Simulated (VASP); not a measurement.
Here is a VASP 6.6.1 calculation.

The input INCAR:

```
ALGO     = Normal         # electronic algorithm
EDIFF    = 1E-6           # SCF threshold, eV
ENCUT    = 500            # plane-wave cutoff, eV
GGA      = PE             # functional
GGA_COMPAT= F            
ISIF     = 2              # what is computed and relaxed
ISMEAR   = 0              # smearing method
LASPH    = T              # aspherical terms in the spheres
LCHARG   = F              # write CHGCAR
LREAL    = F              # projectors in reciprocal space
LWAVE    = F              # write WAVECAR
NBANDS   = 20             # bands
NELM     = 120            # most SCF steps
PREC     = Accurate       # precision mode
SIGMA    = 0.02           # smearing width, eV
```

The input KPOINTS:

```
k-points
0
Gamma
  12 12 8
```

The input POSCAR:

```
SnSe2
1.0
    3.8430094954      0.0000000000      0.0000000000
   -1.9215047477      3.3281438500      0.0000000000
    0.0000000000      0.0000000000      6.0817192813
Sn Se
1 2
Direct
    0.0000000000      0.0000000000      0.0000000000
    0.3333333333      0.6666666667      0.2620554039
    0.6666666667      0.3333333333      0.7379445961
```

Potentials or basis: VASP PAW PBE potentials, release 64 (Sn_d, Se).

Launch:

```sh
$ cat potpaw_PBE.64/Sn_d/POTCAR potpaw_PBE.64/Se/POTCAR > POTCAR
$ mpirun -np 1 vasp_std > vasp.out
```

Problem. What does it give for the band gap on the k mesh?

Solution. 0.44 eV (least direct gap 0.88 eV).

Problem. Estimate the largest force.

Solution. 0.015 eV/Å.

Forces in eV/Å, atoms in the order of the input:
```
Sn   0.000  0.000  0.000
Se   0.000  0.000  0.015
Se   0.000  0.000 -0.015
```

Caveat: semilocal functionals underestimate gaps, and a narrow one can read as zero; spin-orbit coupling is left out, which moves the levels of the heavy elements. A k mesh can miss the band edges.
